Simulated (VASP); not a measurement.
Crystal: Mg3Cd2S5.

```xyz
10
Lattice="-0.0154 -3.7213 0.0089 3.8882 0.0154 0.0245 -1.8496 1.8214 13.3448" Properties=species:S:1:pos:R:3 pbc="T T T"
Mg    1.8589   -1.8884    2.5931
Mg    0.0997    0.0245   10.7453
Mg    2.1206   -1.9569   13.3949
Cd   -0.0061    0.0207    5.2912
Cd    1.9161   -1.8055    8.0603
S     2.0346   -1.8775    5.2238
S     0.0601   -0.0396    8.1207
S     1.9614   -1.8849   10.8361
S     1.9668   -1.8392    0.0331
S     0.0404   -0.0289    2.6094
```

| Property | Result |
| --- | --- |
| Program | VASP 6.6.1 |
| Task | relaxation of cell and atoms |
| Functional | PBE |
| Potentials or basis | VASP PAW PBE potentials, release 64 (Mg, Cd, S) |
| Cutoff | 600 eV |
| k mesh | 4 × 4 × 4 |
| Occupations | gaussian, width 0.1 eV |
| Spin | no spin polarisation |

At the start: pressure -0.2 GPa; volume 19.33 Å³/atom.

Q: How do energy, volume and symmetry change on relaxing?

A: Over 12 steps the energy falls by 15.0 meV/atom and the volume is 19.17 Å³/atom (-0.8 %); space group P1 (No. 1, to 0.1 Å) before, I4/mmm (No. 139, to 0.1 Å).

Step by step:
| step | energy change (eV) | largest force (eV/Å) | pressure (GPa) | volume (Å³) |
| --- | --- | --- | --- | --- |
| 1 | 0.0000 | 0.4976 | -0.17 | 193.32 |
| 2 | -0.0863 | 0.3137 | -0.11 | 192.72 |
| 3 | -0.1232 | 0.1496 | 0.08 | 191.91 |
| 4 | -0.1335 | 0.1293 | -0.07 | 192.20 |
| 5 | -0.1416 | 0.0913 | -0.33 | 192.75 |
| 6 | -0.1439 | 0.0724 | 0.34 | 191.00 |
| 7 | -0.1442 | 0.0735 | 0.18 | 191.41 |
| 8 | -0.1465 | 0.0550 | 0.08 | 191.64 |
| 9 | -0.1473 | 0.0472 | -0.01 | 191.86 |
| 10 | -0.1484 | 0.0379 | -0.02 | 191.88 |
| 11 | -0.1490 | 0.0326 | -0.03 | 191.91 |
| 12 | -0.1498 | 0.0236 | 0.06 | 191.68 |

Final structure:
```
CELL_PARAMETERS angstrom
-0.00076 -3.79096 -0.00101
3.78867 0.00007 -0.00012
-1.89242 1.89809 13.34625
ATOMIC_POSITIONS crystal
Mg 0.59957 0.59647 0.19340
Mg 0.40185 0.40378 0.80647
Mg 0.00290 0.00381 0.00000
Cd 0.19731 0.19740 0.39696
Cd 0.79775 0.79804 0.60315
S 0.69595 0.69596 0.39289
S 0.30094 0.30168 0.60727
S 0.90270 0.90562 0.80762
S 0.50235 0.50252 0.99995
S 0.09868 0.09472 0.19230
```

Caveat: the k points lie up to 0.42 Å⁻¹ apart in the final cell.
